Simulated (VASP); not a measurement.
Here is a VASP 6.6.1 calculation.

Contents of INCAR:

```
SYSTEM = NaF
PREC     = Accurate       ! precision mode
ENCUT    = 520            ! plane-wave cutoff, eV
EDIFF    = 1E-8           ! SCF threshold, eV
ISMEAR   = -1             ! smearing method
SIGMA    = 0.02           ! smearing width, eV
LREAL    = .False.        ! projectors in reciprocal space
LASPH    = .True.         ! aspherical terms in the spheres
NELM     = 100            ! most SCF steps
ALGO     = Normal         ! electronic algorithm
ISIF     = 2              ! what is computed and relaxed
LWAVE    = .False.        ! write WAVECAR
LCHARG   = .False.        ! write CHGCAR
LEFG     = .True.       
NBANDS   = 14             ! bands
```

File KPOINTS:

```
Automatic mesh
0
Gamma
  10 10 10
  0 0 0
```

The input POSCAR:

```
NaF
1.0
   -0.0232330000      2.3116835000      2.3116835000
    2.3116835000     -0.0232330000      2.3116835000
    2.3116835000      2.3116835000     -0.0232330000
Na F
1 1
Direct
    0.0000000000      0.0000000000      0.0000000000
    0.5000000000      0.5000000000      0.5000000000
```

Potentials or basis: VASP PAW LDA potentials, release 64 (Na_pv, F).

Command:

```sh
$ cat potpaw_LDA.64/Na_pv/POTCAR potpaw_LDA.64/F/POTCAR > POTCAR
$ mpirun -np 1 vasp_std > vasp.out
```

Q: Predict the pressure.

A: -4.7 GPa.

Q: Estimate the band gap on the k mesh.

A: 5.88 eV, direct.

Stress tensor (GPa, compression positive):
```
-4.72  0.28  0.28
 0.28 -4.72  0.28
 0.28  0.28 -4.72
```

Caveat: the cell differs from its parent crystal (equal xy, yz and zx shear strains of -1 %); without QUAD_EFG the Cq values of the log hold for a quadrupole moment of 1 mb, not for the nuclei. A k mesh can miss the band edges.
